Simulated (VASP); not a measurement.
# CuO (P1) in VASP: notebook, part 2 of 2

VASP 6.6.1. The steps go on from the part before.

### 5 Single point, LDA+U

File INCAR:

```
SYSTEM = CuO
  PREC = Accurate
  ENCUT = 520
  EDIFF = 1E-7
  ISMEAR = -1
  SIGMA = 0.05
  LREAL = .False.
  LASPH = .True.
  NELM = 150
  ALGO = Normal
  ISIF = 2
  LWAVE = .False.
  LCHARG = .False.
  LMAXMIX = 4
  LDAU = .True.
  LDAUTYPE = 2
  LDAUL = 2 -1
  LDAUU = 4.5 0
  LDAUJ = 0 0
  LDAUPRINT = 1
  NBANDS = 44
```

File KPOINTS:

```
Automatic mesh
0
Gamma
  9 5 5
  0 0 0
```

File POSCAR:

```
CuO
1.0
   -2.3418500000      1.7113000000      0.0000000000
    0.8500300000      0.0000000000     -5.0578700000
   -2.3418500000     -5.1339000000      0.0000000000
Cu O
4 4
Direct
    0.2479969100      0.0006014900      0.2432966400
    0.7479969100      0.0006014900      0.7432966400
    0.9979969100      0.5006014900      0.4932966400
    0.4979969100      0.5006014900      0.9932966400
    0.7071969100      0.7506014900      0.2840966400
    0.2071969100      0.7506014900      0.7840966400
    0.7887969100      0.2506014900      0.2024966400
    0.3048216600      0.2457895500      0.7561235500
```

Potentials or basis: VASP PAW LDA potentials, release 64 (Cu, O).

Run with:

```console
$ cat potpaw_LDA.64/Cu/POTCAR potpaw_LDA.64/O/POTCAR > POTCAR
$ mpirun -np 1 vasp_std > vasp.out
```

Wall time 12 min (1 thread of Oxide Virtual Turin-like, shared host); peak memory 0.33 GiB.

The run converged. Its results:

| Quantity | Value |
| --- | --- |
| Free energy | -40.0868 eV |
| Pressure | -9.3 GPa |
| Largest force | 2.242 eV/Å |
| Band gap on the k mesh | zero (bands 34 and 35 overlap by 0.63 eV) |

Forces on the atoms (eV/Å):
```
Cu   0.014  0.109  0.000
Cu  -0.267 -0.602  0.317
Cu  -0.270 -0.180  0.219
Cu  -0.934 -1.170 -1.234
O    0.164  0.473 -0.171
O    0.155  0.586  0.211
O   -0.343 -0.771  0.015
O    1.482  1.555  0.642
```

Stress tensor (GPa, compression positive):
```
-10.81   1.31   2.78
  1.31  -6.20   1.81
  2.78   1.81 -10.96
```

Levels at points of the mesh, in eV from the Fermi level:
| k point | band 31 | band 32 | band 33 | band 34 | band 35 | band 36 | band 37 | band 38 |
| --- | --- | --- | --- | --- | --- | --- | --- | --- |
| (0.00, 0.00, 0.00) | -1.98 | -1.74 | 0.15 | 0.28 | 0.38 | 0.99 | 1.97 | 4.90 |

Eigenvalues of the final occupation matrices:
| site | spin | trace | eigenvalues |
| --- | --- | --- | --- |
| site 1 d | 1 | 4.64 | 0.79 0.95 0.96 0.97 0.97 |
| site 1 d | 2 | 4.64 | 0.79 0.95 0.96 0.97 0.97 |
| site 2 d | 1 | 4.65 | 0.79 0.95 0.96 0.97 0.98 |
| site 2 d | 2 | 4.65 | 0.79 0.95 0.96 0.97 0.98 |
| site 3 d | 1 | 4.66 | 0.82 0.94 0.96 0.96 0.97 |
| site 3 d | 2 | 4.66 | 0.82 0.94 0.96 0.96 0.97 |
| site 4 d | 1 | 4.64 | 0.78 0.95 0.96 0.97 0.98 |
| site 4 d | 2 | 4.64 | 0.78 0.95 0.96 0.97 0.98 |

Caveat: the cell stands under tension; U without spin polarisation on a metal has little footing; forces of over 1 eV/Å act on the atoms, so gaps and moduli don't describe the material at rest.

### 6 Single point, PBEsol+U

File INCAR:

```
PREC = Accurate
ENCUT = 520
EDIFF = 1E-7
ISMEAR = -1
SIGMA = 0.05
LREAL = F
LASPH = T
NELM = 150
ALGO = Fast
ISIF = 2
LWAVE = F
LCHARG = F
LMAXMIX = 4
LDAU = T
LDAUTYPE = 2
LDAUL = 2 -1
LDAUU = 4.5 0
LDAUJ = 0 0
LDAUPRINT = 1
GGA = PS
NBANDS = 44
```

File KPOINTS:

```
regular mesh
0
Gamma
  9 5 5
```

POSCAR is that of step 5.

Potentials or basis: VASP PAW PBE potentials, release 64 (Cu, O).

Run with:

```console
$ cat potpaw_PBE.64/Cu/POTCAR potpaw_PBE.64/O/POTCAR > POTCAR
$ mpirun -np 1 vasp_std > vasp.out
```

OUTCAR:

```text
PREC = Accurate
   ENCUT = 520
   EDIFF = 1E-7
   ISMEAR = -1
   LREAL = F
   LASPH = T
   NELM = 150
   ISIF = 2
   GGA = PS

 ion  position               nearest neighbor table
   1  0.248  0.001  0.243-   5 1.95   7 1.95   7 1.96   5 1.96
   2  0.748  0.001  0.743-   8 1.90   8 1.92   6 1.95   6 1.96
   3  0.998  0.501  0.493-   7 1.95   6 1.95   5 1.96   8 2.18
   4  0.498  0.501  0.993-   8 1.75   5 1.95   6 1.96   7 1.96
   5  0.707  0.751  0.284-   1 1.95   4 1.95   3 1.96   1 1.96
   6  0.207  0.751  0.784-   2 1.95   3 1.95   4 1.96   2 1.96
   7  0.789  0.251  0.202-   3 1.95   1 1.95   1 1.96   4 1.96
   8  0.305  0.246  0.756-   4 1.75   2 1.90   2 1.92   3 2.18

  LATTYP: Found a triclinic cell.
 ALAT       =     8.8711867116
 B/A-ratio  =     0.3269556130
 C/A-ratio  =     1.3190826441
 COS(alpha) =     0.0053209128
 COS(beta)  =     0.5659575896
 COS(gamma) =     0.7822162007

  Lattice vectors:

 A1 = (  -2.3418500000,   8.5565000000,   0.0000000000)
[... 330 lines left out ...]
 fundamental gap:      0.0053533083
 Fermi energy:         5.1166308309

 k-point     1 :       0.0000    0.0000    0.0000
  band No.  band energies     occupation
      1     -14.5609      2.00000
      2     -13.7186      2.00000
      3     -13.1504      2.00000
      4     -12.9048      2.00000
      5      -3.1095      2.00000
      6      -2.1315      2.00000
[... 1117 lines left out ...]
     43      15.6110      0.00000
     44      17.4934      0.00000

 [... further k-points ...]

------------------------ aborting loop because EDIFF is reached ----------------------------------------

  FORCE on cell =-STRESS in cart. coord.  units (eV):
  Direction    XX          YY          ZZ          XY          YZ          ZX
  --------------------------------------------------------------------------------------
  -------------------------------------------------------------------------------------
  Total       -1.8562372     -0.4521736     -1.5804175      0.6315564      1.0387705      1.1892326
  in kB      -36.6801563     -8.9351717    -31.2298230     12.4798645     20.5266129     23.4998182
  external PRESSURE =     -25.6150503 kB  Pullay stress =       0.0000000 kB

 VOLUME and BASIS-vectors are now :
 -----------------------------------------------------------------------------
  energy-cutoff  :      520.00
  volume of cell :       81.08
      direct lattice vectors                 reciprocal lattice vectors
    -2.341850000  1.711300000  0.000000000    -0.320259624  0.146087770 -0.053823109
     0.850030000  0.000000000 -5.057870000     0.000000000  0.000000000 -0.197711685
    -2.341850000 -5.133900000  0.000000000    -0.106753208 -0.146087770 -0.017941036

 POSITION                                       TOTAL-FORCE (eV/Angst)
 -----------------------------------------------------------------------------------
     -1.15002     -0.82466     -0.00304         0.007873      0.098007     -0.005794
     -3.49187     -2.53596     -0.00304        -0.225215     -0.554148      0.349259
     -3.06686     -0.82466     -2.53198        -0.318659     -0.197176      0.283549
     -3.06686     -4.24726     -2.53198        -0.968061     -1.200172     -1.319542
     -1.68343     -0.24830     -3.79644         0.159411      0.366503     -0.172501
     -1.68343     -3.67090     -3.79644         0.152740      0.481887      0.211200
     -2.10844      0.31027     -1.26751        -0.345896     -0.672155      0.012357
     -2.27565     -3.36022     -1.24317         1.537808      1.677255      0.641471
 -----------------------------------------------------------------------------------
    total drift:                               -0.001558      0.001655      0.000327

  FREE ENERGIE OF THE ION-ELECTRON SYSTEM (eV)
  ---------------------------------------------------
  free  energy   TOTEN  =       -36.4185734704 eV

  energy  without entropy=      -36.3856732027  energy(sigma->0) =      -36.40212334
```

OSZICAR:

```text
N       E                     dE             d eps       ncg     rms          rms(c)
DAV:   1     0.804641023937E+03    0.80464E+03   -0.31200E+04 10116   0.251E+03
DAV:   2     0.121965104836E+03   -0.68268E+03   -0.64307E+03  9984   0.544E+02
DAV:   3    -0.298630112322E+02   -0.15183E+03   -0.14353E+03 10772   0.258E+02
DAV:   4    -0.439027950354E+02   -0.14040E+02   -0.13720E+02 14420   0.842E+01
[... 13 lines left out ...]
RMM:  18    -0.364185755362E+02    0.12980E-05   -0.71538E-05 12964   0.583E-02    0.159E-02
RMM:  19    -0.364185746101E+02    0.92607E-06   -0.16762E-05 12741   0.273E-02    0.994E-03
RMM:  20    -0.364185735844E+02    0.10257E-05   -0.45861E-06 13366   0.136E-02    0.343E-03
RMM:  21    -0.364185735557E+02    0.28650E-07   -0.16236E-06 12011   0.823E-03    0.635E-04
RMM:  22    -0.364185734704E+02    0.85362E-07   -0.15753E-07  7370   0.400E-03
   1 F= -.36418573E+02 E0= -.36402123E+02  d E =-.329003E-01
```

Run time: 16 min. Hardware: 1 thread of Oxide Virtual Turin-like, shared host; peak memory 0.37 GiB.

Results:

- Free energy: -36.4186 eV
- Pressure: -2.6 GPa
- Largest force: 2.364 eV/Å
- Band gap on the k mesh: zero (bands 34 and 35 overlap by 0.62 eV)

Forces on the atoms (eV/Å):
```
Cu   0.008  0.098 -0.006
Cu  -0.225 -0.554  0.349
Cu  -0.319 -0.197  0.284
Cu  -0.968 -1.200 -1.320
O    0.159  0.367 -0.173
O    0.153  0.482  0.211
O   -0.346 -0.672  0.012
O    1.538  1.677  0.641
```

Eigenvalues of the final occupation matrices:
| site | spin | trace | eigenvalues |
| --- | --- | --- | --- |
| site 1 d | 1 | 4.64 | 0.79 0.95 0.96 0.97 0.97 |
| site 1 d | 2 | 4.64 | 0.79 0.95 0.96 0.97 0.97 |
| site 2 d | 1 | 4.64 | 0.79 0.95 0.97 0.97 0.98 |
| site 2 d | 2 | 4.64 | 0.79 0.95 0.97 0.97 0.98 |
| site 3 d | 1 | 4.66 | 0.81 0.94 0.96 0.96 0.97 |
| site 3 d | 2 | 4.66 | 0.81 0.94 0.96 0.96 0.97 |
| site 4 d | 1 | 4.64 | 0.78 0.95 0.97 0.97 0.98 |
| site 4 d | 2 | 4.64 | 0.78 0.95 0.97 0.97 0.98 |

Caveat: the PAW data sets were made with another functional, which shifts forces and pressure a little; U without spin polarisation on a metal has little footing.

### 7 Overview

```csv
level,potentials or basis,U,k mesh,gap on the mesh (eV),pressure (GPa),largest force (eV/Å)
PBE,"VASP PAW PBE potentials, release 64 (Cu, O)",-,3 × 2 × 2,none,9.6,2.72
PBEsol,"VASP PAW PBE potentials, release 64 (Cu, O)",-,9 × 5 × 5,none,1.2,2.56
PBE,"VASP PAW PBE potentials, release 64 (Cu, O)",-,4 × 3 × 2,none,9.7,2.66
LDA+U,"VASP PAW LDA potentials, release 64 (Cu, O)",Cu d U = 4.5 eV,9 × 5 × 5,none,-9.3,2.24
PBEsol+U,"VASP PAW PBE potentials, release 64 (Cu, O)",Cu d U = 4.5 eV,9 × 5 × 5,none,-2.6,2.36
```

Alike in all rows: task single point; no spin polarisation; cell as given; cutoff (eV) 520; smearing fermi-dirac 0.05 eV.

Caveats: some runs use coarse meshes; semilocal functionals often make such compounds metallic where correlation or magnetic order opens a gap, which also shifts bond lengths (at least some runs); forces of over 1 eV/Å act on the atoms, so gaps and moduli don't describe the material at rest (at least some runs); the PAW data sets were made with another functional, which shifts forces and pressure a little (at least some runs); U without spin polarisation on a metal has little footing (at least some runs); the cell stands under tension (at least some runs).

Total energies depend on the potentials used, so only differences within one code and one set of settings carry meaning.
